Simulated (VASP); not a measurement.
# WAu (F-43m) in VASP: further runs, part 2 of 2

VASP 6.6.1. The steps go on from the part before.

**4. Single point, RPBE+D3(BJ)**

This run uses another cell than the first one, of 21.35 Å³/atom, 1.029 times its volume.

File INCAR:

```
SYSTEM = WAu
ALGO = Fast ; EDIFF = 1E-6
ENCUT = 520 ; GGA = RP
ISIF = 2 ; ISMEAR = -1
IVDW = 12 ; LASPH = .True.
LCHARG = .True. ; LELF = .True.
LREAL = .False. ; LVHAR = .True.
LWAVE = .False. ; NBANDS = 20
NELM = 80 ; PREC = Accurate
SIGMA = 0.05
```

File KPOINTS:

```
k-points
0
Gamma
  8 8 8
  0 0 0
```

File POSCAR:

```
WAu
1.0
    0.0000000000      2.7743146651      2.7743146651
    2.7743146651      0.0000000000      2.7743146651
    2.7743146651      2.7743146651      0.0000000000
W Au
1 1
Direct
    0.0000000000      0.0000000000      0.0000000000
    0.7500000000      0.7500000000      0.7500000000
```

Potentials or basis: VASP PAW PBE potentials, release 64 (W_sv, Au).

Started as:

```
cat potpaw_PBE.64/W_sv/POTCAR potpaw_PBE.64/Au/POTCAR > POTCAR
mpirun -np 1 vasp_std > vasp.out
```

OUTCAR:

```text
SYSTEM = WAu
   EDIFF = 1E-6
   ENCUT = 520
   GGA = RP
   ISIF = 2
   ISMEAR = -1
   IVDW = 12
   LASPH = .True.
   LREAL = .False.
   NELM = 80
   PREC = Accurate
 IVDW          = 12

 ion  position               nearest neighbor table
   1  0.000  0.000  0.000-   2 2.40   2 2.40   2 2.40   2 2.40
   2  0.750  0.750  0.750-   1 2.40   1 2.40   1 2.40   1 2.40

  LATTYP: Found a face centered cubic cell.
 ALAT       =     5.5486293302

  Lattice vectors:

[... 740 lines left out ...]
------------------------ aborting loop because EDIFF is reached ----------------------------------------

 Edisp (eV)   -6.40101

 E8    (eV) :    -4.3963

  FORCE on cell =-STRESS in cart. coord.  units (eV):
  Direction    XX          YY          ZZ          XY          YZ          ZX
  --------------------------------------------------------------------------------------
  -------------------------------------------------------------------------------------
  Total       0.07264     0.07264     0.07264    -0.00000    -0.00000    -0.00000
  in kB       2.72509     2.72509     2.72509    -0.00000    -0.00000    -0.00000
  external pressure =        2.73 kB  Pullay stress =        0.00 kB

 VOLUME and BASIS-vectors are now :
 -----------------------------------------------------------------------------
  energy-cutoff  :      520.00
  volume of cell :       42.71
      direct lattice vectors                 reciprocal lattice vectors
     0.000000000  2.774314665  2.774314665    -0.180224690  0.180224690  0.180224690
     2.774314665  0.000000000  2.774314665     0.180224690 -0.180224690  0.180224690
     2.774314665  2.774314665  0.000000000     0.180224690  0.180224690 -0.180224690

 POSITION                                       TOTAL-FORCE (eV/Angst)
 -----------------------------------------------------------------------------------
      0.00000      0.00000      0.00000        -0.000000     -0.000000     -0.000000
      4.16147      4.16147      4.16147         0.000000      0.000000      0.000000
 -----------------------------------------------------------------------------------
    total drift:                                0.000001      0.000001      0.000001

  FREE ENERGIE OF THE ION-ELECTRON SYSTEM (eV)
  ---------------------------------------------------
  free  energy   TOTEN  =       -17.0792451156 eV

  energy  without entropy=      -17.0626133690  energy(sigma->0) =      -17.07092924
```

OSZICAR:

```text
N       E                     dE             d eps       ncg     rms          rms(c)
DAV:   1     0.195753286785E+03    0.19575E+03   -0.12746E+04  1160   0.127E+03
DAV:   2    -0.579433310380E+01   -0.20155E+03   -0.19518E+03  1316   0.350E+02
DAV:   3    -0.117745368294E+02   -0.59802E+01   -0.59187E+01  1332   0.587E+01
DAV:   4    -0.118300679908E+02   -0.55531E-01   -0.55520E-01  1284   0.596E+00
DAV:   5    -0.118310389564E+02   -0.97097E-03   -0.97096E-03  1324   0.780E-01    0.183E+01
RMM:   6    -0.108603869668E+02    0.97065E+00   -0.22632E+00  1194   0.910E+00    0.933E+00
RMM:   7    -0.107152319294E+02    0.14516E+00   -0.42149E-01  1266   0.457E+00    0.296E+00
RMM:   8    -0.106824406760E+02    0.32791E-01   -0.90591E-02  1384   0.223E+00    0.117E+00
RMM:   9    -0.106782539013E+02    0.41868E-02   -0.17604E-02  1299   0.106E+00    0.171E-01
RMM:  10    -0.106781175123E+02    0.13639E-03   -0.36831E-03  1406   0.470E-01    0.140E-01
RMM:  11    -0.106782177890E+02   -0.10028E-03   -0.98441E-04  1532   0.232E-01    0.442E-02
RMM:  12    -0.106782302240E+02   -0.12435E-04   -0.17844E-04  1512   0.102E-01    0.136E-02
RMM:  13    -0.106782321562E+02   -0.19322E-05   -0.24436E-05  1322   0.364E-02    0.679E-03
RMM:  14    -0.106782314880E+02    0.66818E-06   -0.59282E-06  1084   0.162E-02
   1 F= -.17079245E+02 E0= -.17070929E+02  d E =-.166317E-01
```

Run time: 29 s. Hardware: 1 thread of Intel Xeon Platinum 8259CL at 2.50GHz (Skylake/Cascade Lake), shared host; peak memory 0.19 GiB.

What came out:

| Item | Value |
| --- | --- |
| Free energy | -17.0792 eV |
| Pressure | 0.3 GPa |
| Dispersion energy per atom | -3.201 eV |

Caveat: the PAW data sets were made with another functional, which shifts forces and pressure a little; spin-orbit coupling is left out, which moves the levels of the heavy elements; pairwise dispersion overbinds metals, which lowers pressure and volume.

**5. Single point, PBEsol+D3(BJ)**

This run uses another cell than the first one, of 23.11 Å³/atom, 1.113 times its volume.

File INCAR:

```
  PREC = Accurate
  ENCUT = 520
  EDIFF = 1E-6
  ISMEAR = -1
  SIGMA = 0.05
  LREAL = F
  LASPH = T
  NELM = 60
  ALGO = Normal
  ISIF = 2
  LWAVE = F
  LCHARG = F
  GGA = PS
  IVDW = 12
  NBANDS = 20
```

File KPOINTS:

```
regular mesh
0
Gamma
  8 8 8
```

File POSCAR:

```
WAu
1.0
    0.0000000000      2.8482142014      2.8482142014
    2.8482142014      0.0000000000      2.8482142014
    2.8482142014      2.8482142014      0.0000000000
W Au
1 1
Direct
    0.0000000000      0.0000000000      0.0000000000
    0.7500000000      0.7500000000      0.7500000000
```

Potentials or basis: VASP PAW PBE potentials, release 64 (W_sv, Au).

Started as:

```
cat potpaw_PBE.64/W_sv/POTCAR potpaw_PBE.64/Au/POTCAR > POTCAR
mpirun -np 1 vasp_std > vasp.out
```

OUTCAR:

```text
PREC = Accurate
   ENCUT = 520
   EDIFF = 1E-6
   ISMEAR = -1
   LREAL = F
   LASPH = T
   NELM = 60
   ISIF = 2
   GGA = PS
   IVDW = 12
 IVDW          = 12

 ion  position               nearest neighbor table
   1  0.000  0.000  0.000-   2 2.47   2 2.47   2 2.47   2 2.47
   2  0.750  0.750  0.750-   1 2.47   1 2.47   1 2.47   1 2.47

  LATTYP: Found a face centered cubic cell.
 ALAT       =     5.6964284028

  Lattice vectors:

 A1 = (   0.0000000000,   2.8482142014,   2.8482142014)
[... 738 lines left out ...]
------------------------ aborting loop because EDIFF is reached ----------------------------------------

 Edisp (eV)   -1.14087

 E8    (eV) :    -0.8069

  FORCE on cell =-STRESS in cart. coord.  units (eV):
  Direction    XX          YY          ZZ          XY          YZ          ZX
  --------------------------------------------------------------------------------------
  -------------------------------------------------------------------------------------
  Total       0.04246     0.04246     0.04246     0.00000     0.00000     0.00000
  in kB       1.47199     1.47199     1.47199     0.00000     0.00000     0.00000
  external pressure =        1.47 kB  Pullay stress =        0.00 kB

 VOLUME and BASIS-vectors are now :
 -----------------------------------------------------------------------------
  energy-cutoff  :      520.00
  volume of cell :       46.21
      direct lattice vectors                 reciprocal lattice vectors
     0.000000000  2.848214201  2.848214201    -0.175548595  0.175548595  0.175548595
     2.848214201  0.000000000  2.848214201     0.175548595 -0.175548595  0.175548595
     2.848214201  2.848214201  0.000000000     0.175548595  0.175548595 -0.175548595

 POSITION                                       TOTAL-FORCE (eV/Angst)
 -----------------------------------------------------------------------------------
      0.00000      0.00000      0.00000        -0.000000     -0.000000     -0.000000
      4.27232      4.27232      4.27232         0.000000      0.000000      0.000000
 -----------------------------------------------------------------------------------
    total drift:                                0.000001      0.000001      0.000001

  FREE ENERGIE OF THE ION-ELECTRON SYSTEM (eV)
  ---------------------------------------------------
  free  energy   TOTEN  =       -14.7891487070 eV

  energy  without entropy=      -14.7710255276  energy(sigma->0) =      -14.78008712
```

OSZICAR:

```text
N       E                     dE             d eps       ncg     rms          rms(c)
DAV:   1     0.192990474987E+03    0.19299E+03   -0.12720E+04  1160   0.126E+03
DAV:   2    -0.891260523389E+01   -0.20190E+03   -0.19512E+03  1288   0.347E+02
DAV:   3    -0.150764751557E+02   -0.61639E+01   -0.60842E+01  1304   0.589E+01
DAV:   4    -0.151373271629E+02   -0.60852E-01   -0.60837E-01  1288   0.620E+00
DAV:   5    -0.151384128455E+02   -0.10857E-02   -0.10857E-02  1308   0.813E-01    0.170E+01
DAV:   6    -0.138644396830E+02    0.12740E+01   -0.34535E+00  1252   0.151E+01    0.744E+00
DAV:   7    -0.137045446498E+02    0.15990E+00   -0.75441E-01  1272   0.664E+00    0.230E+00
DAV:   8    -0.136554496537E+02    0.49095E-01   -0.99553E-02  1208   0.276E+00    0.116E+00
DAV:   9    -0.136483083978E+02    0.71413E-02   -0.83632E-03  1240   0.754E-01    0.110E-01
DAV:  10    -0.136482748201E+02    0.33578E-04   -0.37727E-04  1272   0.169E-01    0.470E-02
DAV:  11    -0.136482812198E+02   -0.63997E-05   -0.15834E-05  1304   0.326E-02    0.553E-03
DAV:  12    -0.136482809431E+02    0.27668E-06   -0.29905E-07   700   0.487E-03
   1 F= -.14789149E+02 E0= -.14780087E+02  d E =-.181232E-01
```

It took 22 s on 1 thread of Intel Xeon Platinum 8259CL at 2.50GHz (Skylake/Cascade Lake), shared host; peak memory 0.19 GiB.

What came out:

```
Free energy                : -14.7891 eV
Pressure                   : 0.1 GPa
Dispersion energy per atom : -0.570 eV
```

Levels at points of the mesh, in eV from the Fermi level:
```csv
k point,band 11,band 12,band 13,band 14,band 15,band 16
"(0.00, 0.00, 0.00)",-0.78,-0.78,-0.78,1.74,1.74,8.63
"(0.50, 0.00, 0.00)",-2.00,-0.24,-0.24,1.53,1.53,2.20
"(0.50, 0.50, 0.00)",-2.93,0.39,1.32,1.65,1.65,3.04
```

Caveat: the PAW data sets were made with another functional, which shifts forces and pressure a little; spin-orbit coupling is left out, which moves the levels of the heavy elements; pairwise dispersion overbinds metals, which lowers pressure and volume.

**6. Overview**

```tsv
level	cell	smearing	gap on the mesh (eV)	pressure (GPa)
PBE	a = 3.886 Å, angles 60.0°, 2 atoms	gaussian 0.025 eV	none	33.1
PBE	a = 3.886 Å, angles 60.0°, 2 atoms	gaussian 0.026 eV	none	33.1
RPBE+D3(BJ)	a = 3.923 Å, angles 60.0°, 2 atoms	fermi-dirac 0.05 eV	none	0.3
PBEsol+D3(BJ)	a = 4.028 Å, angles 60.0°, 2 atoms	fermi-dirac 0.05 eV	none	0.1
```

Alike in all rows: task single point; potentials or basis VASP PAW PBE potentials, release 64 (W_sv, Au); no spin polarisation; k mesh 8 × 8 × 8; cutoff (eV) 520.

Caveats: spin-orbit coupling is left out, which moves the levels of the heavy elements; the PAW data sets were made with another functional, which shifts forces and pressure a little (some runs); pairwise dispersion overbinds metals, which lowers pressure and volume (some runs).

Absolute energies hang on the potentials; compare differences alone.
